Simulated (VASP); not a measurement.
Wanted: the native input for a VASP 6.6.1 run.

| Item | Value |
| --- | --- |
| Task | relaxation of cell and atoms |
| Functional | PBEsol |
| Potentials or basis | VASP PAW PBE potentials, release 64 (Te, Cd) |
| Cutoff | 600 eV |
| k mesh | 7 × 7 × 7 |
| Occupations | fermi-dirac, width 0.05 eV |
| Spin | no spin polarisation |
| Target pressure | 20 GPa |
| Dipole correction | no |
| Further INCAR settings | ALGO = Normal; EDIFF = 1e-07; IBRION = 2; EDIFFG = -0.02; NSW = 80; ISIF = 3 |

The structure of CdTe lies in POSCAR:

```
CdTe
1.0
    0.0000000000      3.2050000000      3.2050000000
    3.2050000000      0.0000000000      3.2050000000
    3.2050000000      3.2050000000      0.0000000000
Te Cd
1 1
Direct
    0.7500000000      0.7500000000      0.7500000000
    0.0000000000      0.0000000000      0.0000000000
```

The input as run:

INCAR

```
SYSTEM = CdTe
PREC = Accurate
ENCUT = 600
EDIFF = 1E-7
ISMEAR = -1
SIGMA = 0.05
LREAL = .FALSE.
LASPH = .TRUE.
NELM = 100
ALGO = Normal
ISIF = 3
LWAVE = .FALSE.
LCHARG = .FALSE.
GGA = PS
IBRION = 2
NSW = 80
EDIFFG = -0.02
PSTRESS = 200.0
```

KPOINTS

```
regular mesh
0
G
  7 7 7
  0 0 0
```

Potentials or basis: VASP PAW PBE potentials, release 64 (Te, Cd).

Run with:

```sh
$ cat potpaw_PBE.64/Te/POTCAR potpaw_PBE.64/Cd/POTCAR > POTCAR
$ mpirun -np 1 vasp_std > vasp.out
```

Results of the run:

```json
{
 "Relaxed volume": "26.44 Å³/atom",
 "Relaxed cell": "a = 4.213 Å, b = 4.213 Å, c = 4.213 Å, α = 60.00°, β = 60.00°, γ = 60.00°",
 "Space group after relaxing (to 0.05 Å)": "F-43m (No. 216)",
 "Energy change on relaxing (the enthalpy is what falls)": "+373.1 meV/atom",
 "Ionic steps": "5",
 "Pressure after relaxing": "20.0 GPa",
 "Band gap on the k mesh": "1.44 eV, direct"
}
```

Caveat: the cell is relaxed towards a set pressure, so the enthalpy falls and the energy may rise; the volume moved by over 15 % at a fixed basis, so the end points are rough; the PAW data sets were made with another functional, which shifts forces and pressure a little; spin-orbit coupling is left out, which moves the levels of the heavy elements.

Run time: 3.7 min on 1 thread of AMD EPYC 7R13, with other jobs on the host, peak memory 0.2 GiB.
